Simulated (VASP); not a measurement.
**S: single point with LDA**

The system is S.

```
CELL_PARAMETERS angstrom
0.00000 2.15878 2.15878
2.15878 0.00000 2.15878
2.15878 2.15878 0.00000
ATOMIC_POSITIONS crystal
S 0.87500 0.87500 0.87500
S 0.12500 0.12500 0.12500
```

This cell differs from its parent crystal: volume scaled by 0.45.

```json
{
  "Program": "VASP 6.6.1",
  "Task": "single point",
  "Functional": "LDA",
  "Potentials or basis": "VASP PAW LDA potentials, release 64 (S)",
  "Cutoff": "520 eV",
  "k mesh": "13 × 13 × 13",
  "Occupations": "fermi-dirac, width 0.05 eV",
  "Spin": "no spin polarisation",
  "Dipole correction": "no",
  "Further INCAR settings": "ALGO = Normal; EDIFF = 1e-06; NBANDS = 13"
}
```

- Pressure: 129.4 GPa
- Band gap on the k mesh: zero (band 6 reaches 18.03 eV, above the bottom of band 7 at 12.99 eV)

Levels at points of the mesh, in eV from the Fermi level:
```csv
k point,band 2,band 3,band 4,band 5,band 6,band 7,band 8,band 9,band 10,band 11
"(0.00, 0.00, 0.00)",-7.42,-7.42,-7.42,-2.58,-2.58,-2.58,-0.83,5.80,5.80,7.50
```

Run time: 45 s on 1 thread of AMD EPYC 7R13, on a shared host, peak memory 0.1 GiB.
